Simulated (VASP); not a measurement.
GaN:

```
Ga N
1.0
     0.00000    2.25350    2.25350
     2.25350    0.00000    2.25350
     2.25350    2.25350    0.00000
Ga N
1 1
Direct
  0.00000 0.00000 0.00000
  0.75000 0.75000 0.75000
```

* Program: VASP 6.6.1
* Task: relaxation of cell and atoms
* Functional: LDA
* Potentials or basis: VASP PAW LDA potentials, release 64 (Ga_d, N)
* Cutoff: 600 eV
* k mesh: 10 × 10 × 10
* Occupations: gaussian, width 0.02 eV
* Spin: no spin polarisation

At the start: pressure -5.6 GPa; volume 11.44 Å³/atom.

Question: Where does the relaxation end?

Answer: Over 3 steps the energy falls by 6.0 meV/atom and the volume is 11.11 Å³/atom (-2.9 %); space group F-43m (No. 216, to 0.05 Å).

Step by step:
| step | energy change (eV) | largest force (eV/Å) | pressure (GPa) | volume (Å³) |
| --- | --- | --- | --- | --- |
| 1 | 0.0000 | 0.0000 | -5.60 | 22.89 |
| 2 | -0.0003 | 0.0000 | 6.11 | 21.59 |
| 3 | -0.0120 | 0.0000 | 0.04 | 22.22 |

Final structure:
```cif
data_structure
_symmetry_space_group_name_H-M 'P 1'
_symmetry_Int_Tables_number 1
_cell_length_a 3.1557
_cell_length_b 3.1557
_cell_length_c 3.1557
_cell_angle_alpha 60.000
_cell_angle_beta 60.000
_cell_angle_gamma 60.000
_cell_volume 22.22
loop_
_atom_site_label
_atom_site_type_symbol
_atom_site_fract_x
_atom_site_fract_y
_atom_site_fract_z
_atom_site_occupancy
Ga1 Ga 0.00000 0.00000 0.00000 1
N1 N 0.75000 0.75000 0.75000 1
```
